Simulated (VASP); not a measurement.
# Mg (P6/mmm) in VASP: single point with r2SCAN+D4

Aim: the single point of Mg with r2SCAN+D4.

All numbers are computed with VASP 6.6.1; they aren't measurements. Logs are shortened: lines on timing, memory, paths and dates and some standing lists are left out, and cuts for length are marked.

## Step 1: The cell of the first run

Symmetry: P6/mmm, No. 191, hexagonal system. Conventional cell: a = 3.050 Å, b = 3.050 Å, c = 3.045 Å, α = 90.00°, β = 90.00°, γ = 120.00°. Mg (site symmetry 6/mmm) has 8 Mg at 3.04 to 3.05 Å within 4.0 Å.

## Step 2: Single point, r2SCAN+D4

Contents of POSCAR:

```
Mg
1.0
    3.0502998000      0.0000000000      0.0000000000
   -1.5251499000      2.6416371200      0.0000000000
    0.0000000000      0.0000000000      3.0448375700
Mg
1
Direct
    0.0000000000      0.0000000000      0.0000000000
```

Contents of INCAR.step1:

```
ALGO = Normal
EDIFF = 1E-4
ENCUT = 520
GGA = PE
ISMEAR = 1
LASPH = True
LCHARG = False
LREAL = False
LWAVE = True
NBANDS = 7
NELM = 100
PREC = Accurate
SIGMA = 0.1
```

Contents of INCAR.step2:

```
ALGO = Normal
EDIFF = 1E-6
ENCUT = 520
ISIF = 2
ISMEAR = 1
ISTART = 1
IVDW = 13
LASPH = True
LCHARG = False
LMIXTAU = True
LREAL = False
LWAVE = False
METAGGA = R2SCAN
NBANDS = 7
NELM = 100
PREC = Accurate
SIGMA = 0.1
VDW_A1 = 0.51559235
VDW_A2 = 5.77342911
VDW_S6 = 1.0
VDW_S8 = 0.6018749
```

Contents of KPOINTS:

```
k-points
0
Gamma
  11 11 9
```

Potentials or basis: VASP PAW PBE potentials, release 64 (Mg).

Command:

```console
$ cat potpaw_PBE.64/Mg/POTCAR > POTCAR
$ cp INCAR.step1 INCAR
$ mpirun -np 1 vasp_std > vasp.out
$ cp INCAR.step2 INCAR
$ mpirun -np 1 vasp_std > vasp.out
```

OUTCAR:

```text
EDIFF = 1E-6
   ENCUT = 520
   ISIF = 2
   ISMEAR = 1
   ISTART = 1
   IVDW = 13
   LASPH = True
   LREAL = False
   METAGGA = R2SCAN
   NELM = 100
   PREC = Accurate

 ion  position               nearest neighbor table
   1  0.000  0.000  0.000-

  LATTYP: Found a hexagonal cell.
 ALAT       =     3.0502998000
 C/A-ratio  =     0.9982092809

  Lattice vectors:

 A1 = (   3.0502998000,   0.0000000000,   0.0000000000)
 A2 = (  -1.5251499000,   2.6416371200,   0.0000000000)
 A3 = (   0.0000000000,   0.0000000000,   3.0448375700)

Analysis of symmetry for initial positions (statically):
=====================================================================
 Subroutine PRICEL returns:
 Original cell was already a primitive cell.

 Routine SETGRP: Setting up the symmetry group for a
 hexagonal supercell.

 Subroutine GETGRP returns: Found 24 space group operations
 (whereof 24 operations were pure point group operations)
 out of a pool of 24 trial point group operations.

The static configuration has the point symmetry D_6h.

Analysis of symmetry for dynamics (positions and initial velocities):
=====================================================================
 Subroutine PRICEL returns:
 Original cell was already a primitive cell.

 Routine SETGRP: Setting up the symmetry group for a
 hexagonal supercell.

 Subroutine GETGRP returns: Found 24 space group operations
 (whereof 24 operations were pure point group operations)
 out of a pool of 24 trial point group operations.

The dynamic configuration has the point symmetry D_6h.

 Subroutine INISYM returns: Found 24 space group operations
 (whereof 24 operations are pure point group operations),
 and found     1 'primitive' translations

----------------------------------------------------------------------------------------

                                     Primitive cell

  volume of cell :      24.5346

  direct lattice vectors                    reciprocal lattice vectors
     3.050299800  0.000000000  0.000000000     0.327836628  0.189276565  0.000000000
    -1.525149900  2.641637120  0.000000000     0.000000000  0.378553130  0.000000000
     0.000000000  0.000000000  3.044837570     0.000000000  0.000000000  0.328424744

  length of vectors
     3.050299800  3.050299803  3.044837570     0.378553130  0.378553130  0.328424744

  position of ions in fractional coordinates (direct lattice)
     0.000000000  0.000000000  0.000000000

  ion indices of the primitive-cell ions
   primitive index   ion index
                 1           1

----------------------------------------------------------------------------------------

 KPOINTS: k-points

Automatic generation of k-mesh.
 Grid dimensions read from file:
 generate k-points for:   11   11    9

 Generating k-lattice:

  Cartesian coordinates                     Fractional coordinates (reciprocal lattice)
     0.029803330  0.017206960  0.000000000     0.090909091  0.000000000  0.000000000
     0.000000000  0.034413921  0.000000000     0.000000000  0.090909091  0.000000000
     0.000000000  0.000000000  0.036491638     0.000000000  0.000000000  0.111111111

  Length of vectors
     0.034413921  0.034413921  0.036491638

  Shift w.r.t. Gamma in fractional coordinates (k-lattice)
     0.000000000  0.000000000  0.000000000

 Subroutine IBZKPT returns following result:
 ===========================================

 Found     80 irreducible k-points:

 Following reciprocal coordinates:
            Coordinates               Weight
  0.000000  0.000000  0.000000      1.000000
  0.090909  0.000000  0.000000      6.000000
  0.181818  0.000000  0.000000      6.000000
  0.272727 -0.000000  0.000000      6.000000
  0.363636  0.000000  0.000000      6.000000
  0.454545  0.000000  0.000000      6.000000
[... 16 lines left out ...]
  0.090909  0.090909  0.111111     12.000000
  0.181818  0.090909  0.111111     24.000000
 [... further k-points ...]
   k-points           NKPTS =     80   k-points in BZ     NKDIM =     80   number of bands    NBANDS=      7
   number of dos      NEDOS =    301   number of ions     NIONS =      1
   total plane-waves  NPLWV =  13824
   dimension x,y,z NGX =    24 NGY =   24 NGZ =   24
   dimension x,y,z NGXF=    48 NGYF=   48 NGZF=   48
   ions per type =               1
   NGX,Y,Z   is equivalent  to a cutoff of  13.08, 13.08, 13.10 a.u.
   NGXF,Y,Z  is equivalent  to a cutoff of  26.16, 26.16, 26.21 a.u.
 SYSTEM =  unknown system
   PREC   = accura    normal or accurate (medium, high low for compatibility)
   ISTART =      1    job   : 0-new  1-cont  2-samecut
   ICHARG =      0    charge: 1-file 2-atom 10-const
   ISPIN  =      1    spin polarized calculation?
   LNONCOLLINEAR =      F non collinear calculations
   LSORBIT =      F    spin-orbit coupling
   LASPH  =      T    aspherical Exc in radial PAW
   ENCUT  =  520.0 eV  38.22 Ry    6.18 a.u.   5.67  5.67  5.66*2*pi/ulx,y,z
   NELM   =    100;   NELMIN=  2; NELMDL=  0     # of ELM steps
   EDIFF  = 0.1E-05   stopping-criterion for ELM
   LREAL  =      F    real-space projection
   EDIFFG = 0.1E-04   stopping-criterion for IOM
   NSW    =      0    number of steps for IOM
   IBRION =     -1    ionic relax: 0-MD 1-quasi-New 2-CG
   NFREE  =      0    steps in history (QN), initial steepest desc. (CG)
   ISIF   =      2    stress and relaxation
   ISYM   =      2    0-nonsym 1-usesym 2-fastsym
   POTIM  = 0.5000    time-step for ionic-motion
   TEBEG  =    0.0;   TEEND  =   0.0 temperature during run
   PSTRESS=    0.0 pullay stress
   NELECT =       2.0000    total number of electrons
   NUPDOWN=      -1.0000    fix difference up-down
   EMIN   =  10.00;   EMAX   =-10.00  energy-range for DOS
   EFERMI =   0.00;   METHOD = LEGACY
   ISMEAR =     1;   SIGMA  =   0.10  broadening in eV -4-tet -1-fermi 0-gaus
   EFERMI_NEDOS =   21; number of points for ismear=-14 and -15
   IALGO  =     38    algorithm
   IMIX   =      4    mixing-type and parameters
     AMIX     =   0.40;   BMIX     =  1.00
     AMIX_MAG =   1.60;   BMIX_MAG =  1.00
  volume/ion in A,a.u.               =      24.53       165.57
  Fermi-wavevector in a.u.,A,eV,Ry     =   0.709836  1.341396  6.855535  0.503868
  Thomas-Fermi vector in A             =   1.796524
   LORBIT       =      0    0 simple, 1 ext, 2 COOP (PROOUT), +10 PAW based schemes
   METAGGA = R2SCAN    functional components
   LHFCALC =     F    Hartree Fock is set to
   AEXX    =    0.0000 exact exchange contribution
   IVDW    =    13    specifies the selected vdW correction
   LEPSILON=     F    determine dielectric tensor
   LRPA    =     F    only Hartree local field effects (RPA)
 non-spin polarized calculation
 Methfessel and Paxton  Order N= 1 SIGMA  =   0.10
  energy-cutoff  :      520.00
  volume of cell :       24.53
 maximum number of plane-waves:       672
 NGX is ok and might be reduce to    24
   NGX = 11   NGY = 11   NGZ = 11

 number of electron       2.0000000 magnetization

 Free energy of the ion-electron system (eV)
  ---------------------------------------------------
  ext. energy  EPLUGINS =         0.00000000
  ---------------------------------------------------
  free energy    TOTEN  =        -3.86561606 eV

  energy without entropy =       -3.86578110  energy(sigma->0) =       -3.86567107

 E-fermi :   2.2900     XC(G=0):  -8.8349

 val. band max:        2.2832718281   @ k =   0.3636   0.2727   0.0000
 cond. band min:       2.3227678698   @ k =   0.3636   0.0909   0.4444
 fundamental gap:      0.0394960417
 Fermi energy:         2.2899877209

 k-point     1 :       0.0000    0.0000    0.0000
  band No.  band energies     occupation
      1      -4.8378      2.00000
      2      10.8260      0.00000
      3      11.7511      0.00000
      4      15.7145      0.00000
      5      15.7145      0.00000
      6      17.0724      0.00000
      7      17.0724      0.00000

 k-point     2 :       0.0909    0.0000    0.0000
  band No.  band energies     occupation
      1      -4.6466      2.00000
      2      10.7833      0.00000
      3      11.9104      0.00000
      4      13.3225      0.00000
      5      14.6742      0.00000
      6      16.7866      0.00000
      7      18.4342      0.00000

 k-point     3 :       0.1818    0.0000    0.0000
  band No.  band energies     occupation
      1      -4.0752      2.00000
      2       9.5225      0.00000
      3      11.5995      0.00000
      4      12.3884      0.00000
      5      13.4653      0.00000
      6      16.0894      0.00000
      7      20.6009      0.00000

 k-point     4 :       0.2727   -0.0000    0.0000
  band No.  band energies     occupation
      1      -3.1303      2.00000
      2       6.8094      0.00000
      3      11.4473      0.00000
      4      12.5359      0.00000
      5      13.1857      0.00000
      6      15.9512      0.00000
      7      22.1020      0.00000

 k-point     5 :       0.3636    0.0000    0.0000
  band No.  band energies     occupation
      1      -1.8243      2.00000
      2       4.2114     -0.00000
      3      11.2994      0.00000
      4      11.9133      0.00000
      5      14.2977      0.00000
      6      16.5918      0.00000
      7      19.7503      0.00000
[... 161 lines left out ...]
 k-point    22 :       0.4545    0.0000    0.1111
  band No.  band energies     occupation
      1       0.0085      2.00000
      2       2.1296      2.04579
      3      10.9191      0.00000
      4      11.7822      0.00000
      5      13.3648      0.00000
      6      16.0146      0.00000
      7      20.5626      0.00000

 k-point    23 :       0.0909    0.0909    0.1111
  band No.  band energies     occupation
      1      -4.0518      2.00000
      2       8.4856      0.00000
      3      11.4538      0.00000
      4      12.4649      0.00000
      5      15.4703      0.00000
      6      17.9417      0.00000
      7      18.7266      0.00000

 k-point    24 :       0.1818    0.0909    0.1111
  band No.  band energies     occupation
      1      -3.2951      2.00000
      2       8.2329      0.00000
      3       9.3620      0.00000
      4      11.3565      0.00000
      5      15.6155      0.00000
      6      17.9430      0.00000
      7      20.3732      0.00000

 [... further k-points ...]

------------------------ aborting loop because EDIFF is reached ----------------------------------------

  DFT-D4 for vdW energy calculation

  Edisp (eV):   -0.05368

  FORCE on cell =-STRESS in cart. coord.  units (eV):
  Direction    XX          YY          ZZ          XY          YZ          ZX
  --------------------------------------------------------------------------------------
  -------------------------------------------------------------------------------------
  Total       0.06251     0.06251    -0.08451     0.00000    -0.00000     0.00000
  in kB       4.08179     4.08179    -5.51877     0.00000    -0.00000     0.00000
  external pressure =        0.88 kB  Pullay stress =        0.00 kB

 VOLUME and BASIS-vectors are now :
 -----------------------------------------------------------------------------
  energy-cutoff  :      520.00
  volume of cell :       24.53
      direct lattice vectors                 reciprocal lattice vectors
     3.050299800  0.000000000  0.000000000     0.327836628  0.189276565  0.000000000
    -1.525149900  2.641637120  0.000000000     0.000000000  0.378553130  0.000000000
     0.000000000  0.000000000  3.044837570     0.000000000  0.000000000  0.328424744

 POSITION                                       TOTAL-FORCE (eV/Angst)
 -----------------------------------------------------------------------------------
      0.00000      0.00000      0.00000         0.000000      0.000000      0.000000
 -----------------------------------------------------------------------------------
    total drift:                                0.000000      0.000000      0.000000

  FREE ENERGIE OF THE ION-ELECTRON SYSTEM (eV)
  ---------------------------------------------------
  free  energy   TOTEN  =        -3.9193001019 eV

  energy  without entropy=       -3.9194651407  energy(sigma->0) =       -3.91935511
```

It took 53 s on 1 thread of Intel Xeon 8259CL, shared host; peak memory 0.15 GiB.

What came out:

```yaml
Free_energy: -3.9193 eV
Pressure: 0.1 GPa
Band_gap_on_the_k_mesh: zero (band 1 reaches 4.64 eV, above the bottom of band 2 at 0.43 eV)
Dispersion_energy_per_atom: -0.054 eV
```

Stress tensor (GPa, compression positive):
```
 0.41  0.00  0.00
 0.00  0.41  0.00
 0.00  0.00 -0.55
```

Caveat: the PAW data sets were made with another functional, which shifts forces and pressure a little; pairwise dispersion overbinds metals, which lowers pressure and volume.
